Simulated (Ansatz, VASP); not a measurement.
# One calculation of Pb, two programs

Contents of POSCAR:

```
Pb
1.0
    0.0000000000      2.5212142557      2.5212142557
    2.5212142557      0.0000000000      2.5212142557
    2.5212142557      2.5212142557      0.0000000000
Pb
1
Direct
    0.0000000000      0.0000000000      0.0000000000
```

Contents of INCAR.step1:

```
SYSTEM = Pb
ALGO = Normal ; EDIFF = 1E-4
ENCUT = 520 ; GGA = PE
ISMEAR = 0 ; LASPH = .True.
LCHARG = .False. ; LREAL = .False.
LWAVE = .True. ; NBANDS = 13
NELM = 100 ; PREC = Accurate
SIGMA = 0.05
```

File INCAR.step2:

```
SYSTEM = Pb
ALGO = Normal ; EDIFF = 1E-6
ENCUT = 520 ; ISIF = 2
ISMEAR = 0 ; ISTART = 1
LASPH = .True. ; LCHARG = .False.
LMIXTAU = .True. ; LREAL = .False.
LWAVE = .False. ; METAGGA = R2SCAN
NBANDS = 13 ; NELM = 100
PREC = Accurate ; SIGMA = 0.05
```

File KPOINTS:

```
k-points
0
Gamma
  14 14 14
  0 0 0
```

Input for Ansatz:

```yaml
crystal:
  lattice:
    - [0.0, 2.5212142557, 2.5212142557]
    - [2.5212142557, 0.0, 2.5212142557]
    - [2.5212142557, 2.5212142557, 0.0]
  atoms:
    - { symbol: Pb, position: [0.0, 0.0, 0.0] }
basis:
  ecutwfc: 500
  ecutrho_ratio: 4
kpoints:
  mp_grid: { grid: [14, 14, 14] }
hamiltonian:
  xc: r2scan
scf:
  occupations: { method: gaussian, width: 0.05 }
output:
  forces: true
  stress: true
  eigenvalues: true
```

Alike in both runs: task single point; functional r2SCAN; k mesh 14 × 14 × 14; occupations gaussian, width 0.05 eV; no spin polarisation.

```csv
,VASP,Ansatz
version,VASP 6.6.1,Ansatz 0.2.0
potentials or method,"VASP PAW PBE potentials, release 64 (Pb_d), cutoff 520 eV","scalar-relativistic, plane waves, PAW"
valence electrons in the cell,14,14
```

```csv
,VASP,Ansatz,Ansatz less VASP
gap on the k mesh at the Fermi level (eV),none,none,-
pressure (GPa),-1.1,-1.1,+0.01
```

VASP's potentials were made for PBE, not for r2SCAN. A gap of «none» marks a metal or a gap that the smearing closes.

Neither program's run includes spin-orbit coupling.
